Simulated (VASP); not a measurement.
A run of VASP 6.6.1 is set up as follows.

Contents of INCAR:

```
SYSTEM = K
PREC = Accurate ; ENCUT = 520
EDIFF = 1E-7 ; ISMEAR = -1
SIGMA = 0.1 ; LREAL = .FALSE.
LASPH = .TRUE. ; NELM = 100
ALGO = Normal ; ISIF = 2
LWAVE = .FALSE. ; LCHARG = .TRUE.
GGA = PE ; LELF = .TRUE.
LVHAR = .TRUE. ; NBANDS = 10
```

KPOINTS

```
regular mesh
0
G
  9 9 9
  0 0 0
```

Contents of POSCAR:

```
K
1.0
   -2.6417142217      2.6417142217      2.6417142217
    2.6417142217     -2.6417142217      2.6417142217
    2.6417142217      2.6417142217     -2.6417142217
K
1
Direct
    0.0000000000      0.0000000000      0.0000000000
```

Potentials or basis: VASP PAW PBE potentials, release 64 (K_sv).

Run with:

```bash
$ cat potpaw_PBE.64/K_sv/POTCAR > POTCAR
$ mpirun -np 1 vasp_std > vasp.out
```

Q: Predict the pressure.

A: 0.0 GPa.
